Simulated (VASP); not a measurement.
Al2Ru:

```xyz
6
Lattice="0.0000 3.9898 4.3915 2.3525 0.0000 4.3915 2.3525 3.9898 0.0000" Properties=species:S:1:pos:R:3 pbc="T T T"
Al    1.1762    0.6309    2.1958
Al    1.1762    3.3590    2.1958
Al    2.3525    1.3640    4.3915
Al    2.3525    6.6156    4.3915
Ru    3.5287    5.9848    6.5873
Ru    2.3525    3.9898    4.3915
```

Program: VASP 6.6.1. Alike in all runs: task single point; level PBEsol; potentials or basis VASP PAW PBE potentials, release 64 (Al, Ru_pv); no spin polarisation; cell as given; cutoff (eV) 520; smearing gaussian 0.01 eV. Hardware: 1 thread of AMD EPYC 9R45 96-Core Processor (Zen 5) (shared host).

**Question.** Order these runs on this cell by their wall time, lowest first.
A. k mesh 6 × 6 × 6
B. k mesh 2 × 2 × 2
C. k mesh 4 × 4 × 4, shifted
D. k mesh 4 × 4 × 4
E. k mesh 1 × 1 × 1

**Answer.** E (6.1 s), B (13 s), D (32 s), A (80 s), C (200 s).

Caveats: some runs use coarse meshes.
